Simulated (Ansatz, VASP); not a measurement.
Two plane-wave programs on C

```xyz
4
Lattice="0.0000 -1.7801 -1.7801 -1.7801 0.0000 -1.7801 1.7801 1.7801 -3.5602" Properties=species:S:1:pos:R:3 pbc="T T T"
C    -0.0423   -0.0082   -5.3216
C     0.0423    0.0082   -1.7989
C     0.8939    0.9281   -4.4777
C    -0.8939   -0.9281   -4.4229
```

Change from the starting cell: mode 4 frozen in at -0.025 Å and mode 9 at -0.040 Å (largest displacements).

Alike in both runs: task single point; functional r2SCAN; k mesh 12 × 12 × 10; occupations gaussian, width 0.05 eV; no spin polarisation.

|  | VASP | Ansatz |
| --- | --- | --- |
| version | VASP 6.6.1 | Ansatz 0.2.0 |
| potentials or method | VASP PAW PBE potentials, release 64 (C), cutoff 520 eV | scalar-relativistic, plane waves, PAW |
| valence electrons in the cell | 16 | 16 |

Ansatz gave:

| Property | Result |
| --- | --- |
| gap on the k mesh at the Fermi level (eV) | 4.18 |
| least direct gap on the mesh (eV) | 5.67 |
| pressure (GPa) | 0.8 |
| traceless stress, the component that is largest in VASP (GPa) | 1.02 |
| rms of the force components (eV/Å) | 1.681 |

Task: What did VASP give for the same quantities?

Result: gap on the k mesh at the Fermi level (eV): 4.15; least direct gap on the mesh (eV): 5.63; pressure (GPa): 1.9; traceless stress, the component that is largest in VASP (GPa): 1.01; rms of the force components (eV/Å): 1.676.

VASP's potentials were made for PBE, not for r2SCAN. Atom by atom the forces differ by 0.005 eV/Å (rms over components).
